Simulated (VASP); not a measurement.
**CuI: relaxation of cell and atoms with HSE06**

CuI:

```
CELL_PARAMETERS angstrom
0.00000 3.01204 3.01204
3.01204 0.00000 3.01204
3.01204 3.01204 0.00000
ATOMIC_POSITIONS crystal
Cu 0.25000 0.25000 0.25000
I 0.00000 0.00000 0.00000
```

```json
{
 "Program": "VASP 6.6.1",
 "Task": "relaxation of cell and atoms",
 "Functional": "HSE06",
 "Potentials or basis": "VASP PAW PBE potentials, release 64 (Cu, I)",
 "Cutoff": "600 eV",
 "k mesh": "4 × 4 × 4",
 "Occupations": "fermi-dirac, width 0.02 eV",
 "Spin": "no spin polarisation",
 "Dipole correction": "no",
 "Grid for exact exchange (PRECFOCK)": "Normal",
 "Further INCAR settings": "ALGO = Normal; EDIFF = 1e-07; IBRION = 2; EDIFFG = -0.005; NSW = 80; ISIF = 3",
 "Share of exact exchange": "0.25",
 "Screening parameter": "0.2079 1/Å"
}
```

```yaml
Relaxed_volume: 28.38 Å³/atom
Relaxed_cell: a = 4.314 Å, b = 4.314 Å, c = 4.314 Å, α = 60.00°, β = 60.00°, γ = 60.00°
Space_group_after_relaxing_to_0.1_Å: F-43m (No. 216)
Energy_gained_by_relaxing: 5.0 meV/atom
Ionic_steps: 3
Pressure_after_relaxing: 0.0 GPa
Band_gap_on_the_k_mesh: 2.56 eV
```

Step by step:
| step | energy change (eV) | largest force (eV/Å) | pressure (GPa) | volume (Å³) |
| --- | --- | --- | --- | --- |
| 1 | 0.0000 | 0.0000 | 1.47 | 54.65 |
| 2 | -0.0100 | 0.0000 | 0.08 | 56.66 |
| 3 | -0.0100 | 0.0000 | 0.00 | 56.76 |

Final structure:
```xyz
2
Lattice="0.0000 3.0503 3.0503 3.0503 0.0000 3.0503 3.0503 3.0503 0.0000" Properties=species:S:1:pos:R:3 pbc="T T T"
Cu    1.5252    1.5252    1.5252
I     0.0000    0.0000    0.0000
```

Levels at points of the mesh, in eV from the valence-band top:
```
           k point  band 6  band 7  band 8  band 9  band 10  band 11  band 12  band 13
(0.00, 0.00, 0.00)   -2.39    0.00    0.00    0.00     2.56     6.33     6.33     6.33
(0.50, 0.00, 0.00)   -2.37   -2.32   -0.80   -0.80     3.59     6.83     6.83     8.80
(0.50, 0.50, 0.00)   -2.32   -2.20   -1.87   -1.87     3.94     4.29    10.74    11.47
```

It took 36 min on 1 thread of Intel(R) Xeon(R) Platinum 8259CL CPU @ 2.50GHz (Skylake/Cascade Lake), on a shared host, peak memory 0.33 GiB.

Caveat: the k points lie up to 0.45 Å⁻¹ apart in the final cell; the PAW data sets were made with another functional, which shifts forces and pressure a little; spin-orbit coupling is left out, which moves the levels of the heavy elements. Zero-point motion and thermal expansion aren't in these numbers.
